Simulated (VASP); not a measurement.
# GaN: single point with BLYP+D3(BJ)

GaN:

```
Ga N
1.0
     3.17480    0.00000    0.00000
    -1.58740    2.74946    0.00000
     0.00000    0.00000    5.18292
Ga N
2 2
Direct
  0.33333 0.66667 0.99941
  0.66667 0.33333 0.49941
  0.33333 0.66667 0.37559
  0.66667 0.33333 0.87559
```

| Item | Value |
| --- | --- |
| Program | VASP 6.6.1 |
| Task | single point |
| Functional | BLYP |
| Dispersion | D3(BJ) |
| Potentials or basis | VASP PAW PBE potentials, release 64 (Ga_d, N_h) |
| Cutoff | 910 eV |
| k mesh | 8 × 8 × 6 |
| Occupations | gaussian, width 0.05 eV |
| Spin | no spin polarisation |

| Item | Value |
| --- | --- |
| Pressure | 6.2 GPa |
| Largest force | 0.010 eV/Å |
| Band gap on the k mesh | 2.06 eV, direct |
| Dispersion energy per atom | -0.565 eV |

Forces on the atoms (eV/Å):
```
Ga   0.000  0.000  0.010
Ga   0.000  0.000  0.010
N    0.000  0.000 -0.010
N    0.000  0.000 -0.010
```

Stress tensor (GPa, compression positive):
```
6.25 0.00 0.00
0.00 6.25 0.00
0.00 0.00 6.14
```

Levels at points of the mesh, in eV from the valence-band top:
| k point | band 15 | band 16 | band 17 | band 18 | band 19 | band 20 | band 21 | band 22 |
| --- | --- | --- | --- | --- | --- | --- | --- | --- |
| (0.00, 0.00, 0.00) | -1.03 | -0.06 | 0.00 | 0.00 | 2.05 | 4.38 | 9.33 | 9.98 |
| (0.50, 0.00, 0.00) | -4.19 | -2.74 | -2.18 | -1.00 | 5.26 | 5.66 | 6.19 | 8.61 |
| (0.00, 0.00, 0.50) | -0.53 | -0.53 | -0.53 | -0.53 | 4.36 | 4.36 | 8.60 | 8.60 |
| (0.50, 0.00, 0.50) | -1.94 | -1.94 | -1.91 | -1.91 | 4.57 | 4.57 | 7.84 | 7.84 |

Wall time 52 s on 1 thread of Intel(R) Xeon(R) 6975P-C (Granite Rapids), on a shared host, peak memory 0.28 GiB.

Caveat: the cutoff is under 1.25 times the usual one of these potentials, so pressure, stress and relaxed cells hold a basis-set (Pulay) error; the PAW data sets were made with another functional, which shifts forces and pressure a little. As with any semilocal functional, this BLYP gap is likely too small.
